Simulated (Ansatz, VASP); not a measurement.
## Zn5CdO6 in VASP and in Ansatz

```
Zn Cd O
1.0
     3.31287    0.00000    0.00000
     0.00000    3.31287    0.00000
     0.00000    0.00000   14.19376
Zn Cd O
5 1 6
Direct
  0.00000 0.00000 0.65914
  0.50000 0.50000 0.81819
  0.50000 0.50000 0.18182
  0.00000 0.00000 0.34086
  0.50000 0.50000 0.50000
  0.00000 0.00000 0.00000
  0.50000 0.00000 0.73856
  0.00000 0.50000 0.89726
  0.50000 0.00000 0.10274
  0.00000 0.50000 0.26144
  0.50000 0.00000 0.42046
  0.00000 0.50000 0.57954
```

Alike in both runs: functional PBE; k mesh 10 × 10 × 4; occupations gaussian, width 0.02 eV; no spin polarisation.

Ansatz relaxed the structure, and its values are those at the end. VASP's run is a single point on that final structure, the one shown.

|  | VASP | Ansatz |
| --- | --- | --- |
| version | VASP 6.6.1 | Ansatz 0.2.0 |
| potentials or method | VASP PAW PBE potentials, release 64 (Zn, Cd, O), cutoff 520 eV | scalar-relativistic, plane waves, PAW |
| valence electrons in the cell | 108 | 116 |

VASP gave:

| Item | Value |
| --- | --- |
| gap on the k mesh at the Fermi level (eV) | 0.35 |
| least direct gap on the mesh (eV) | 0.35 |
| pressure (GPa) | 1.0 |
| rms of the force components (eV/Å) | 0.011 |

Q: What did Ansatz give for the same quantities?

A: gap on the k mesh at the Fermi level (eV): 0.36; least direct gap on the mesh (eV): 0.36; pressure (GPa): 0.0; rms of the force components (eV/Å): 0.000.

VASP's potentials hold 108 valence electrons a cell and Ansatz's 116, so a difference there can come from the potentials and not from the codes.
